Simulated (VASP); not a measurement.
# GaC30 (a cell with a defect) in VASP: notebook

GaC30 (a cell with a defect) is run at these levels: PBE, r2SCAN; tasks: single point.

Program: VASP 6.6.1. These are calculated values, not measurements. Logs are shortened: lines on timing, memory, paths and dates and some standing lists are left out, and cuts for length are marked.

## 1. The cell of the first run

The cell holds a defect, 31 atoms: a = 6.186 Å, b = 6.186 Å, c = 6.186 Å, α = 109.47°, β = 109.47°, γ = 109.47°.

## 2. Single point, PBE

The input, INCAR:

```
PREC = Accurate
ENCUT = 520
EDIFF = 1E-6
ISMEAR = -1
SIGMA = 0.01
LREAL = Auto
LASPH = True
NELM = 120
ALGO = Normal
ISIF = 2
LWAVE = False
LCHARG = False
GGA = PE
NBANDS = 88
NELECT = 132.0
GGA_COMPAT = False
```

The input, KPOINTS:

```
Automatic mesh
0
Gamma
  1 1 1
  0.25 0.25 0.25
```

The input, POSCAR:

```
GaC30
1.0
   -3.5716218665      3.5716218665      3.5716218665
    3.5716218665     -3.5716218665      3.5716218665
    3.5716218665      3.5716218665     -3.5716218665
C Ga
30 1
Direct
    0.0053033751      0.0057020982      0.0043149231
    0.0053052301      0.2543894612      0.7556447660
    0.0049386945      0.5028557377      0.5033662937
    0.0049286085      0.7534303302      0.2527859157
    0.2566565569      0.0045275731      0.7544580272
    0.2537794578      0.2540122784      0.5033727514
    0.2537685801      0.7534344599      0.0039461370
    0.5021539086      0.0227328802      0.5011623727
    0.5043570538      0.2540101041      0.2527878668
    0.5043542750      0.5028443459      0.0039468599
    0.5021523563      0.7512300112      0.7726782194
    0.7554448527      0.0045225376      0.2556660389
    0.7566181730      0.2543718686      0.0043099288
    0.7554444244      0.5057300547      0.7544518704
    0.7736650017      0.7512349504      0.5011689656
    0.0019072787      0.0023110305      0.7522407480
    0.0030974589      0.2521753406      0.5008972801
   -0.0151208379      0.5054450097      0.2553743652
    0.0030732716      0.7509431790      0.0020908882
    0.2541831658      0.0026862339      0.5037706750
    0.2563710387      0.2339530954      0.2553800728
    0.2563726962      0.5054529880     -0.0160867186
    0.2541765472      0.7538335267      0.7526131764
    0.5047632344      0.0026865165      0.2531875544
    0.5018766355      0.2521568796      0.0020936809
    0.5047550992      0.5032517093      0.7526176494
    0.7532274005      0.0022985073      0.0009083085
    0.7532284003      0.2509689607      0.7522363459
    0.7536126741      0.5032584034      0.5037694928
    0.7536013609      0.7538340155      0.2531932832
    0.3792647163      0.6283228163      0.3782854817
```

Potentials or basis: VASP PAW PBE potentials, release 64 (C, Ga_d).

On the command line:

```
$ cat potpaw_PBE.64/C/POTCAR potpaw_PBE.64/Ga_d/POTCAR > POTCAR
$ mpirun -np 1 vasp_std > vasp.out
```

OUTCAR:

```text
PREC = Accurate
   ENCUT = 520
   EDIFF = 1E-6
   ISMEAR = -1
   LREAL = Auto
   LASPH = True
   NELM = 120
   ISIF = 2
   GGA = PE
   NELECT = 132.0

 ion  position               nearest neighbor table
   1  0.005  0.006  0.004-  21 1.51  27 1.55  16 1.55  19 1.57
   2  0.005  0.254  0.756-  22 1.51  28 1.55  16 1.55  17 1.57
   3  0.005  0.503  0.503-  18 1.50  17 1.54  23 1.55  29 1.56
   4  0.005  0.753  0.253-  18 1.50  19 1.54  20 1.55  30 1.56
   5  0.257  0.005  0.754-  25 1.53  20 1.54  23 1.54  16 1.57
   6  0.254  0.254  0.503-  21 1.50  17 1.54  26 1.55  20 1.56
[... 22 lines left out ...]
  29  0.754  0.503  0.504-  15 1.50  14 1.54   9 1.55   3 1.56
  30  0.754  0.754  0.253-  15 1.50  12 1.54  10 1.55   4 1.56
  31  0.379  0.628  0.378-  21 2.06  22 2.06  18 2.06  11 2.06  15 2.06   8 2.06

  LATTYP: Found a body centered cubic cell.
 ALAT       =     7.1432437330

  Lattice vectors:

 A1 = (  -3.5716218665,   3.5716218665,   3.5716218665)
 A2 = (   3.5716218665,  -3.5716218665,   3.5716218665)
 A3 = (   3.5716218665,   3.5716218665,  -3.5716218665)

Analysis of symmetry for initial positions (statically):
=====================================================================
 Subroutine PRICEL returns:
 Original cell was already a primitive cell.

 Routine SETGRP: Setting up the symmetry group for a
 body centered cubic supercell.

 Subroutine GETGRP returns: Found  1 space group operations
 (whereof  1 operations were pure point group operations)
 out of a pool of 48 trial point group operations.

The static configuration has the point symmetry C_1 .

Analysis of symmetry for dynamics (positions and initial velocities):
=====================================================================
 Subroutine PRICEL returns:
 Original cell was already a primitive cell.

 Routine SETGRP: Setting up the symmetry group for a
 body centered cubic supercell.

 Subroutine GETGRP returns: Found  1 space group operations
 (whereof  1 operations were pure point group operations)
 out of a pool of 48 trial point group operations.

The dynamic configuration has the point symmetry C_1 .

 Subroutine INISYM returns: Found  1 space group operations
 (whereof  1 operations are pure point group operations),
[... 130 lines left out ...]
   EDIFF  = 0.1E-05   stopping-criterion for ELM
   LREAL  =      T    real-space projection
   EDIFFG = 0.1E-04   stopping-criterion for IOM
   NSW    =      0    number of steps for IOM
   IBRION =     -1    ionic relax: 0-MD 1-quasi-New 2-CG
   NFREE  =      0    steps in history (QN), initial steepest desc. (CG)
   ISIF   =      2    stress and relaxation
   ISYM   =      2    0-nonsym 1-usesym 2-fastsym
   POTIM  = 0.5000    time-step for ionic-motion
   TEBEG  =    0.0;   TEEND  =   0.0 temperature during run
   PSTRESS=    0.0 pullay stress
   NELECT =     132.0000    total number of electrons
   NUPDOWN=      -1.0000    fix difference up-down
   EMIN   =  10.00;   EMAX   =-10.00  energy-range for DOS
   EFERMI =   0.00;   METHOD = LEGACY
   ISMEAR =    -1;   SIGMA  =   0.01  broadening in eV -4-tet -1-fermi 0-gaus
   EFERMI_NEDOS =   21; number of points for ismear=-14 and -15
   IALGO  =     38    algorithm
   IMIX   =      4    mixing-type and parameters
     AMIX     =   0.40;   BMIX     =  1.00
     AMIX_MAG =   1.60;   BMIX_MAG =  1.00
  volume/ion in A,a.u.               =       5.88        39.67
  Fermi-wavevector in a.u.,A,eV,Ry     =   1.470214  2.778302 29.409406  2.161530
  Thomas-Fermi vector in A             =   2.585498
   LORBIT       =      0    0 simple, 1 ext, 2 COOP (PROOUT), +10 PAW based schemes
   GGA     = PE    functional components
   LHFCALC =     F    Hartree Fock is set to
   AEXX    =    0.0000 exact exchange contribution
   IVDW    =     0    specifies the selected vdW correction
   LEPSILON=     F    determine dielectric tensor
   LRPA    =     F    only Hartree local field effects (RPA)
 non-spin polarized calculation
  energy-cutoff  :      520.00
  volume of cell :      182.25
 maximum number of plane-waves:      4904
 NGX is ok and might be reduce to    48
   NGX = 23   NGY = 23   NGZ = 23

 number of electron     132.0000007 magnetization

 Free energy of the ion-electron system (eV)
  ---------------------------------------------------
  ext. energy  EPLUGINS =         0.00000000
  ---------------------------------------------------
  free energy    TOTEN  =      -278.07847834 eV

  energy without entropy =     -278.07847834  energy(sigma->0) =     -278.07847834

 E-fermi :   9.4930     XC(G=0): -13.2204

 val. band max:        9.1708061998   @ k =   0.2500   0.2500   0.2500
 cond. band min:      10.9718474887   @ k =   0.2500   0.2500   0.2500
 fundamental gap:      1.8010412889
 Fermi energy:         9.4930140771

 k-point     1 :       0.2500    0.2500    0.2500
  band No.  band energies     occupation
      1     -10.2217      2.00000
      2     -10.2216      2.00000
      3      -9.9726      2.00000
      4      -9.3091      2.00000
      5      -6.1928      2.00000
      6      -6.1926      2.00000
[... 70 lines left out ...]
     77      16.1380      0.00000
     78      16.4228      0.00000
 [bands above 78 left out]

------------------------ aborting loop because EDIFF is reached ----------------------------------------

  FORCE on cell =-STRESS in cart. coord.  units (eV):
  Direction    XX          YY          ZZ          XY          YZ          ZX
  --------------------------------------------------------------------------------------
  -------------------------------------------------------------------------------------
  Total       -0.6402711     -0.5725067     -0.5673928     -9.2901014     -9.2452530     -9.2863303
  in kB       -5.6288295     -5.0330907     -4.9881330    -81.6722695    -81.2779932    -81.6391173
  external PRESSURE =      -5.2166844 kB  Pullay stress =       0.0000000 kB

 VOLUME and BASIS-vectors are now :
 -----------------------------------------------------------------------------
  energy-cutoff  :      520.00
  volume of cell :      182.25
      direct lattice vectors                 reciprocal lattice vectors
    -3.571621867  3.571621867  3.571621867     0.000000000  0.139992423  0.139992423
     3.571621867 -3.571621867  3.571621867     0.139992423  0.000000000  0.139992423
     3.571621867  3.571621867 -3.571621867     0.139992423  0.139992423  0.000000000

 POSITION                                       TOTAL-FORCE (eV/Angst)
 -----------------------------------------------------------------------------------
      0.01684      0.01399      0.02390        -0.001141     -0.006343     -0.001023
      3.58851      1.80924     -1.77135        -0.002301      0.000933     -0.007800
      3.57621      0.01946      0.01582         0.001195      0.010463     -0.000573
      3.57622     -1.77051      1.80572         0.000431     -0.000643      0.010959
      1.79413      3.59515     -1.76179        -0.001634     -0.000624     -0.000737
      1.79869      1.79703      0.01578         0.010383      0.000042     -0.001344
[... 23 lines left out ...]
      0.90514      0.90348      4.47968        -0.002527     -0.012032      0.005346
      2.24063      0.46155      2.24763        -0.002824     -0.006992     -0.003642
 -----------------------------------------------------------------------------------
    total drift:                                0.071897      0.150915      0.155971

  FREE ENERGIE OF THE ION-ELECTRON SYSTEM (eV)
  ---------------------------------------------------
  free  energy   TOTEN  =      -278.0784783412 eV

  energy  without entropy=     -278.0784783412  energy(sigma->0) =     -278.07847834
```

OSZICAR:

```text
N       E                     dE             d eps       ncg     rms          rms(c)
DAV:   1     0.993595680290E+03    0.99360E+03   -0.62582E+04   184   0.176E+03
DAV:   2    -0.122580727198E+03   -0.11162E+04   -0.99304E+03   200   0.455E+02
DAV:   3    -0.278494539125E+03   -0.15591E+03   -0.15057E+03   208   0.139E+02
DAV:   4    -0.286989888808E+03   -0.84953E+01   -0.83870E+01   208   0.355E+01
DAV:   5    -0.287495178639E+03   -0.50529E+00   -0.50393E+00   248   0.749E+00    0.214E+01
DAV:   6    -0.280203349324E+03    0.72918E+01   -0.65745E+00   280   0.326E+01    0.126E+01
DAV:   7    -0.278041549491E+03    0.21618E+01   -0.78851E+00   224   0.102E+01    0.353E+00
DAV:   8    -0.278072330962E+03   -0.30781E-01   -0.36429E-01   280   0.413E+00    0.166E+00
DAV:   9    -0.278078339318E+03   -0.60084E-02   -0.43504E-02   232   0.889E-01    0.167E-01
DAV:  10    -0.278078260805E+03    0.78513E-04   -0.23006E-03   208   0.173E-01    0.682E-02
DAV:  11    -0.278078425262E+03   -0.16446E-03   -0.35582E-04   256   0.775E-02    0.328E-02
DAV:  12    -0.278078465403E+03   -0.40141E-04   -0.61502E-05   208   0.286E-02    0.206E-02
DAV:  13    -0.278078476841E+03   -0.11437E-04   -0.11361E-05   232   0.138E-02    0.527E-03
DAV:  14    -0.278078478195E+03   -0.13539E-05   -0.24109E-06   152   0.699E-03    0.186E-03
DAV:  15    -0.278078478341E+03   -0.14657E-06   -0.32353E-07   112   0.233E-03
   1 F= -.27807848E+03 E0= -.27807848E+03  d E =-.134273E-13
```

stdout:

```text
POSCAR found type information on POSCAR C Ga
 POSCAR found :  2 types and      31 ions
 scaLAPACK will be used
 LDA part: xc-table for (Slater+PW92), standard interpolation
 POSCAR, INCAR and KPOINTS ok, starting setup
 FFT: planning ... GRIDC
 FFT: planning ... GRID_SOFT
 FFT: planning ... GRID
 WAVECAR not read
 entering main loop
 the old and the new charge density differ
 old charge density:   133.00000 new  132.00000
    0.214E+01
```

It took 1.7 min on 1 thread of Intel Xeon 8259CL, shared host; peak memory 0.31 GiB.

What came out:

```
Free energy   : -278.0785 eV
Largest force : 0.017 eV/Å
```

Forces in eV/Å, atoms in the order of the input:
```
C   -0.001 -0.006 -0.001
C   -0.002  0.001 -0.008
C    0.001  0.010 -0.001
C    0.000 -0.001  0.011
C   -0.002 -0.001 -0.001
C    0.010  0.000 -0.001
C    0.010 -0.001  0.002
C   -0.010  0.010 -0.007
C   -0.004  0.003  0.012
C   -0.002  0.011  0.004
C   -0.010 -0.009  0.011
C   -0.002 -0.001  0.000
C   -0.007  0.001  0.001
C   -0.002 -0.001 -0.002
C    0.013 -0.006 -0.006
C    0.005  0.001 -0.001
C    0.000  0.001  0.002
C   -0.010  0.006  0.006
C    0.002  0.005  0.002
C    0.006 -0.003 -0.013
C    0.010 -0.011  0.006
C    0.008  0.004 -0.012
C    0.008 -0.011 -0.002
C   -0.010 -0.002  0.003
C    0.002  0.001  0.000
C   -0.010  0.005 -0.002
C    0.002  0.001  0.008
C    0.002  0.006  0.000
C   -0.003  0.004 -0.014
C   -0.003 -0.012  0.005
Ga  -0.003 -0.007 -0.004
```

Levels at points of the mesh, in eV from the Fermi level:
```
           k point  band 62  band 63  band 64  band 65  band 66  band 67  band 68  band 69  band 70  band 71
(0.25, 0.25, 0.25)    -1.86    -1.86    -1.77    -0.32    -0.32     1.48     1.48     5.84     6.09     6.14
```

Caveat: the k points lie up to 1.24 Å⁻¹ apart; the cell carries a net charge on a neutralising background, which shifts energy and pressure; the cell is charged against a uniform background, so pressure and absolute levels hang on convention.

(Part 1 of 2 ends here.)
